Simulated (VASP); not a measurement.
# CdF2 in VASP: settings compared

The runs below take CdF2 through single point, with LDA, PBEsol, r2SCAN.

Everything below comes from runs of VASP 6.6.1. Logs are shortened: lines on timing, memory, paths and dates and some standing lists are left out, and cuts for length are marked.

### Step 1. The cell of the first run

It takes space group Fm-3m (No. 225, cubic). The conventional cell has a = 5.278 Å, b = 5.278 Å, c = 5.278 Å, α = 90.00°, β = 90.00°, γ = 90.00°. Cd (site symmetry m-3m) has 8 F at 2.29 Å within 3.0 Å. F (site symmetry -43m) has 4 Cd at 2.29 Å and 6 F at 2.64 Å within 3.0 Å.

### Step 2. Single point, LDA

File INCAR:

```
SYSTEM = CdF2
PREC = Accurate
ENCUT = 600
EDIFF = 1E-6
ISMEAR = -1
SIGMA = 0.05
LREAL = .False.
LASPH = .True.
NELM = 120
ALGO = Normal
ISIF = 2
LWAVE = .False.
LCHARG = .True.
LELF = .True.
LVHAR = .True.
NBANDS = 24
GGA_COMPAT = .False.
```

File KPOINTS:

```
regular mesh
0
Gamma
  9 9 9
  0 0 0
```

File POSCAR:

```
CdF2
1.0
    0.0000000000      2.6390049769      2.6390049769
    2.6390049769      0.0000000000      2.6390049769
    2.6390049769      2.6390049769      0.0000000000
Cd F
1 2
Direct
    0.0000000000      0.0000000000      0.0000000000
    0.7500000000      0.7500000000      0.7500000000
    0.2500000000      0.2500000000      0.2500000000
```

Potentials or basis: VASP PAW LDA potentials, release 64 (Cd_sv_GW, F).

Command:

```bash
$ cat potpaw_LDA.64/Cd_sv_GW/POTCAR potpaw_LDA.64/F/POTCAR > POTCAR
$ mpirun -np 1 vasp_std > vasp.out
```

OUTCAR:

```text
SYSTEM = CdF2
   PREC = Accurate
   ENCUT = 600
   EDIFF = 1E-6
   ISMEAR = -1
   LREAL = .False.
   LASPH = .True.
   NELM = 120
   ISIF = 2

 ion  position               nearest neighbor table
   1  0.000  0.000  0.000-   2 2.29   2 2.29   2 2.29   2 2.29   3 2.29   3 2.29   3 2.29   3 2.29

   2  0.750  0.750  0.750-   1 2.29   1 2.29   1 2.29   1 2.29
   3  0.250  0.250  0.250-   1 2.29   1 2.29   1 2.29   1 2.29

  LATTYP: Found a face centered cubic cell.
 ALAT       =     5.2780099538

  Lattice vectors:

 A1 = (   0.0000000000,   2.6390049769,   2.6390049769)
 A2 = (   2.6390049769,   0.0000000000,   2.6390049769)
 A3 = (   2.6390049769,   2.6390049769,   0.0000000000)

Analysis of symmetry for initial positions (statically):
=====================================================================
 Subroutine PRICEL returns:
 Original cell was already a primitive cell.

 Routine SETGRP: Setting up the symmetry group for a
 face centered cubic supercell.

 Subroutine GETGRP returns: Found 48 space group operations
[... 9 lines left out ...]

 Routine SETGRP: Setting up the symmetry group for a
 face centered cubic supercell.

 Subroutine GETGRP returns: Found 48 space group operations
[... 11 lines left out ...]
                                     Primitive cell

  volume of cell :      36.7579

  direct lattice vectors                    reciprocal lattice vectors
     0.000000000  2.639004977  2.639004977    -0.189465349  0.189465349  0.189465349
     2.639004977  0.000000000  2.639004977     0.189465349 -0.189465349  0.189465349
     2.639004977  2.639004977  0.000000000     0.189465349  0.189465349 -0.189465349

  length of vectors
     3.732116630  3.732116630  3.732116630     0.328163611  0.328163611  0.328163611

  position of ions in fractional coordinates (direct lattice)
     0.000000000  0.000000000  0.000000000
     0.750000000  0.750000000  0.750000000
     0.250000000  0.250000000  0.250000000

  ion indices of the primitive-cell ions
   primitive index   ion index
                 1           1
                 2           2
                 3           3

----------------------------------------------------------------------------------------

 KPOINTS: regular mesh

Automatic generation of k-mesh.
 Grid dimensions read from file:
 generate k-points for:    9    9    9

 Generating k-lattice:

  Cartesian coordinates                     Fractional coordinates (reciprocal lattice)
    -0.021051705  0.021051705  0.021051705     0.111111111  0.000000000  0.000000000
     0.021051705 -0.021051705  0.021051705     0.000000000  0.111111111  0.000000000
     0.021051705  0.021051705 -0.021051705     0.000000000  0.000000000  0.111111111

  Length of vectors
     0.036462623  0.036462623  0.036462623

  Shift w.r.t. Gamma in fractional coordinates (k-lattice)
     0.000000000  0.000000000  0.000000000

 Subroutine IBZKPT returns following result:
 ===========================================

 Found     35 irreducible k-points:

 Following reciprocal coordinates:
            Coordinates               Weight
  0.000000  0.000000  0.000000      1.000000
  0.111111  0.000000  0.000000      8.000000
  0.222222  0.000000  0.000000      8.000000
  0.333333  0.000000  0.000000      8.000000
  0.444444  0.000000  0.000000      8.000000
  0.111111  0.111111  0.000000      6.000000
[... 16 lines left out ...]
 -0.333333  0.333333  0.000000     12.000000
  0.444444  0.444444  0.000000      6.000000
 [... further k-points ...]
   k-points           NKPTS =     35   k-points in BZ     NKDIM =     35   number of bands    NBANDS=     24
   number of dos      NEDOS =    301   number of ions     NIONS =      3
   total plane-waves  NPLWV =  27000
   dimension x,y,z NGX =    30 NGY =   30 NGZ =   30
   dimension x,y,z NGXF=    60 NGYF=   60 NGZF=   60
   ions per type =               1   2
   NGX,Y,Z   is equivalent  to a cutoff of  13.36, 13.36, 13.36 a.u.
   NGXF,Y,Z  is equivalent  to a cutoff of  26.73, 26.73, 26.73 a.u.
 SYSTEM =  CdF2
   PREC   = accura    normal or accurate (medium, high low for compatibility)
   ISTART =      0    job   : 0-new  1-cont  2-samecut
   ICHARG =      2    charge: 1-file 2-atom 10-const
   ISPIN  =      1    spin polarized calculation?
   LNONCOLLINEAR =      F non collinear calculations
   LSORBIT =      F    spin-orbit coupling
   LASPH  =      T    aspherical Exc in radial PAW
   ENCUT  =  600.0 eV  44.10 Ry    6.64 a.u.   7.45  7.45  7.45*2*pi/ulx,y,z
   NELM   =    120;   NELMIN=  2; NELMDL= -5     # of ELM steps
   EDIFF  = 0.1E-05   stopping-criterion for ELM
   LREAL  =      F    real-space projection
   EDIFFG = 0.1E-04   stopping-criterion for IOM
   NSW    =      0    number of steps for IOM
   IBRION =     -1    ionic relax: 0-MD 1-quasi-New 2-CG
   NFREE  =      0    steps in history (QN), initial steepest desc. (CG)
   ISIF   =      2    stress and relaxation
   ISYM   =      2    0-nonsym 1-usesym 2-fastsym
   POTIM  = 0.5000    time-step for ionic-motion
   TEBEG  =    0.0;   TEEND  =   0.0 temperature during run
   PSTRESS=    0.0 pullay stress
   NELECT =      34.0000    total number of electrons
   NUPDOWN=      -1.0000    fix difference up-down
   EMIN   =  10.00;   EMAX   =-10.00  energy-range for DOS
   EFERMI =   0.00;   METHOD = LEGACY
   ISMEAR =    -1;   SIGMA  =   0.05  broadening in eV -4-tet -1-fermi 0-gaus
   EFERMI_NEDOS =   21; number of points for ismear=-14 and -15
   IALGO  =     38    algorithm
   IMIX   =      4    mixing-type and parameters
     AMIX     =   0.40;   BMIX     =  1.00
     AMIX_MAG =   1.60;   BMIX_MAG =  1.00
  volume/ion in A,a.u.               =      12.25        82.68
  Fermi-wavevector in a.u.,A,eV,Ry     =   1.595087  3.014277 34.617320  2.544301
  Thomas-Fermi vector in A             =   2.693060
   LORBIT       =      0    0 simple, 1 ext, 2 COOP (PROOUT), +10 PAW based schemes
   GGA     = CA    functional components
   LHFCALC =     F    Hartree Fock is set to
   AEXX    =    0.0000 exact exchange contribution
   IVDW    =     0    specifies the selected vdW correction
   LEPSILON=     F    determine dielectric tensor
   LRPA    =     F    only Hartree local field effects (RPA)
 non-spin polarized calculation
  energy-cutoff  :      600.00
  volume of cell :       36.76
 maximum number of plane-waves:      1247
 NGX is ok and might be reduce to    30
   NGX = 15   NGY = 15   NGZ = 15

 number of electron      34.0000018 magnetization

 Free energy of the ion-electron system (eV)
  ---------------------------------------------------
  ext. energy  EPLUGINS =         0.00000000
  ---------------------------------------------------
  free energy    TOTEN  =       -12.81808559 eV

  energy without entropy =      -12.81808559  energy(sigma->0) =      -12.81808559

 E-fermi :   2.2495     XC(G=0): -11.6425

 val. band max:        0.8307806780   @ k =  -0.3333   0.4444   0.2222
 cond. band min:       3.8931270652   @ k =   0.0000   0.0000   0.0000
 fundamental gap:      3.0623463872
 Fermi energy:         2.2495416479

 k-point     1 :       0.0000    0.0000    0.0000
  band No.  band energies     occupation
      1     -96.7922      2.00000
      2     -58.2174      2.00000
      3     -58.2174      2.00000
      4     -58.2174      2.00000
      5     -19.9631      2.00000
      6     -18.5935      2.00000
[... 16 lines left out ...]
     23      20.8367      0.00000
     24      20.8367      0.00000

 k-point     2 :       0.1111    0.0000    0.0000
  band No.  band energies     occupation
      1     -96.7922      2.00000
      2     -58.2177      2.00000
      3     -58.2175      2.00000
      4     -58.2175      2.00000
      5     -19.9139      2.00000
      6     -18.6380      2.00000
[... 16 lines left out ...]
     23      20.4999      0.00000
     24      20.4999      0.00000

 k-point     3 :       0.2222    0.0000    0.0000
  band No.  band energies     occupation
      1     -96.7922      2.00000
      2     -58.2188      2.00000
      3     -58.2176      2.00000
      4     -58.2176      2.00000
      5     -19.7777      2.00000
      6     -18.7599      2.00000
[... 16 lines left out ...]
     23      19.8883      0.00000
     24      20.5729      0.00000

 k-point     4 :       0.3333    0.0000    0.0000
  band No.  band energies     occupation
      1     -96.7921      2.00000
      2     -58.2202      2.00000
      3     -58.2178      2.00000
      4     -58.2178      2.00000
      5     -19.5840      2.00000
      6     -18.9331      2.00000
[... 16 lines left out ...]
     23      19.3930      0.00000
     24      20.2728      0.00000

 k-point     5 :       0.4444    0.0000    0.0000
  band No.  band energies     occupation
      1     -96.7921      2.00000
      2     -58.2209      2.00000
      3     -58.2178      2.00000
      4     -58.2178      2.00000
      5     -19.3716      2.00000
      6     -19.1295      2.00000
[... 16 lines left out ...]
     23      19.1255      0.00000
     24      19.6973      0.00000

 k-point     6 :       0.1111    0.1111    0.0000
  band No.  band energies     occupation
      1     -96.7922      2.00000
      2     -58.2178      2.00000
      3     -58.2176      2.00000
      4     -58.2176      2.00000
      5     -19.8983      2.00000
      6     -18.6514      2.00000
[... 16 lines left out ...]
     23      20.4371      0.00000
     24      20.8999      0.00000
[... 379 lines left out ...]
 k-point    21 :       0.4444    0.3333    0.0000
  band No.  band energies     occupation
      1     -96.7921      2.00000
      2     -58.2206      2.00000
      3     -58.2188      2.00000
      4     -58.2186      2.00000
      5     -19.4250      2.00000
      6     -19.0278      2.00000
[... 16 lines left out ...]
     23      21.3648      0.00000
     24      21.4196      0.00000

 k-point    22 :      -0.4444    0.3333    0.0000
  band No.  band energies     occupation
      1     -96.7921      2.00000
      2     -58.2205      2.00000
      3     -58.2193      2.00000
      4     -58.2186      2.00000
      5     -19.3164      2.00000
      6     -19.1261      2.00000
[... 16 lines left out ...]
     23      21.3993      0.00000
     24      21.7629      0.00000

 k-point    23 :      -0.3333    0.3333    0.0000
  band No.  band energies     occupation
      1     -96.7921      2.00000
      2     -58.2199      2.00000
      3     -58.2199      2.00000
      4     -58.2183      2.00000
      5     -19.2401      2.00000
      6     -19.2116      2.00000
[... 16 lines left out ...]
     23      20.3344      0.00000
     24      22.4001      0.00000

 k-point    24 :       0.4444    0.4444    0.0000
  band No.  band energies     occupation
      1     -96.7921      2.00000
      2     -58.2209      2.00000
      3     -58.2188      2.00000
      4     -58.2188      2.00000
      5     -19.3900      2.00000
      6     -19.0447      2.00000
[... 16 lines left out ...]
     23      20.7690      0.00000
     24      21.5692      0.00000

 [... further k-points ...]
[... 5 lines left out ...]
  --------------------------------------------------------------------------------------
  -------------------------------------------------------------------------------------
  Total        0.2055929      0.2055929      0.2055929     -0.0000000     -0.0000000      0.0000000
  in kB        8.9612395      8.9612395      8.9612395     -0.0000000     -0.0000000      0.0000000
  external PRESSURE =       8.9612395 kB  Pullay stress =       0.0000000 kB

 VOLUME and BASIS-vectors are now :
 -----------------------------------------------------------------------------
  energy-cutoff  :      600.00
  volume of cell :       36.76
      direct lattice vectors                 reciprocal lattice vectors
     0.000000000  2.639004977  2.639004977    -0.189465349  0.189465349  0.189465349
     2.639004977  0.000000000  2.639004977     0.189465349 -0.189465349  0.189465349
     2.639004977  2.639004977  0.000000000     0.189465349  0.189465349 -0.189465349

 POSITION                                       TOTAL-FORCE (eV/Angst)
 -----------------------------------------------------------------------------------
      0.00000      0.00000      0.00000         0.000000     -0.000000     -0.000000
      3.95851      3.95851      3.95851         0.000000      0.000000      0.000000
      1.31950      1.31950      1.31950        -0.000000     -0.000000     -0.000000
 -----------------------------------------------------------------------------------
    total drift:                                0.000000     -0.000000     -0.000000

  FREE ENERGIE OF THE ION-ELECTRON SYSTEM (eV)
  ---------------------------------------------------
  free  energy   TOTEN  =       -12.8180855938 eV

  energy  without entropy=      -12.8180855938  energy(sigma->0) =      -12.81808559
```

It took 26 s on 1 thread of AMD EPYC 9R45 (Zen 5), shared host; peak memory 0.15 GiB.

Results:

* Free energy: -12.8181 eV
* Pressure: 0.9 GPa
* Band gap on the k mesh: 3.06 eV, indirect (least direct gap 3.43 eV)

Levels at points of the mesh, in eV from the valence-band top:
```
           k point  band 13  band 14  band 15  band 16  band 17  band 18  band 19  band 20  band 21  band 22
(0.00, 0.00, 0.00)    -1.16    -1.16    -0.37    -0.37    -0.37     3.06    12.61    12.61    12.61    17.72
```

(Continued in part 2 of 2.)
